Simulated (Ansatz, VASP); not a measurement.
One calculation of MgO, two programs

INCAR

```
  PREC = Accurate
  ENCUT = 520
  EDIFF = 1E-7
  ISMEAR = 0
  SIGMA = 0.01
  LREAL = False
  LASPH = True
  NELM = 100
  ALGO = Normal
  ISIF = 2
  LWAVE = False
  LCHARG = False
  GGA = PE
  NBANDS = 11
```

The input KPOINTS:

```
regular mesh
0
Gamma
  6 6 6
```

POSCAR

```
MgO
1.0
    0.0000000000      2.1729495000      2.1729495000
    2.1729495000      0.0000000000      2.1729495000
    2.1729495000      2.1729495000      0.0000000000
Mg O
1 1
Direct
    0.0000000000      0.0000000000      0.0000000000
    0.5000000000      0.5000000000      0.5000000000
```

Input for Ansatz:

```yaml
crystal:
  atoms:
  - position: [0.0, 0.0, 0.0]
    symbol: Mg
  - position: [0.5, 0.5, 0.5]
    symbol: O
  lattice:
  - [0.0, 2.1729495, 2.1729495]
  - [2.1729495, 0.0, 2.1729495]
  - [2.1729495, 2.1729495, 0.0]
hamiltonian:
  dispersion: none
  pseudopotentials:
    kind: all_electron
    lapw: {basis_error: 0.025 meV}
    relativity: scalar
  xc: pbe
kpoints:
  mp_grid:
    grid: [6, 6, 6]
    shift: [0, 0, 0]
magnetization: {spin_polarized: false}
output: {forces: true, stress: true}
scf:
  convergence: {dr2_threshold: 1e-10 eV}
  lower_state_search: 'off'
  max_iter: 200
  occupations: {method: fixed}
```

Alike in both runs: task single point; functional PBE; k mesh 6 × 6 × 6; no spin polarisation.

|  | VASP | Ansatz |
| --- | --- | --- |
| version | VASP 6.6.1 | Ansatz 0.2 development build |
| potentials or method | VASP PAW PBE potentials, release 64 (Mg, O), cutoff 520 eV | all-electron full-potential LAPW, scalar-relativistic |
| occupations | gaussian, width 0.01 eV | fixed |

Ansatz gave:

| Item | Value |
| --- | --- |
| gap on the k mesh at the Fermi level (eV) | 3.88 |
| pressure (GPa) | -8.4 |

**Question.** Estimate VASP's values.

**Answer.** gap on the k mesh at the Fermi level (eV): 3.87; pressure (GPa): -9.1.

Ansatz ran all-electron here, and VASP with PAW potentials.
